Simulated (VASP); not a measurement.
A run of VASP 6.6.1:

File INCAR:

```
SYSTEM = K
  PREC = Accurate
  ENCUT = 520
  EDIFF = 1E-6
  ISMEAR = -1
  SIGMA = 0.05
  LREAL = .False.
  LASPH = .True.
  NELM = 80
  ALGO = Normal
  ISIF = 2
  LWAVE = .False.
  LCHARG = .False.
  GGA = PE
  NBANDS = 10
```

The input KPOINTS:

```
regular mesh
0
Gamma
  7 7 7
  0 0 0
```

Contents of POSCAR:

```
K
1.0
   -1.7853220240      1.7853220240      1.7853220240
    1.7853220240     -1.7853220240      1.7853220240
    1.7853220240      1.7853220240     -1.7853220240
K
1
Direct
    0.0000000000      0.0000000000      0.0000000000
```

Potentials or basis: VASP PAW PBE potentials, release 64 (K_sv).

Command:

```sh
$ cat potpaw_PBE.64/K_sv/POTCAR > POTCAR
$ mpirun -np 1 vasp_std > vasp.out
```

Hardware: 1 thread of Intel Xeon 8259CL (shared host).

Problem. Estimate the wall time of this run.

Solution. Run time: 4.9 s on 1 thread of Intel Xeon 8259CL, on a shared host, peak memory 0.13 GiB. Counts: scf iterations 11, k points 20.
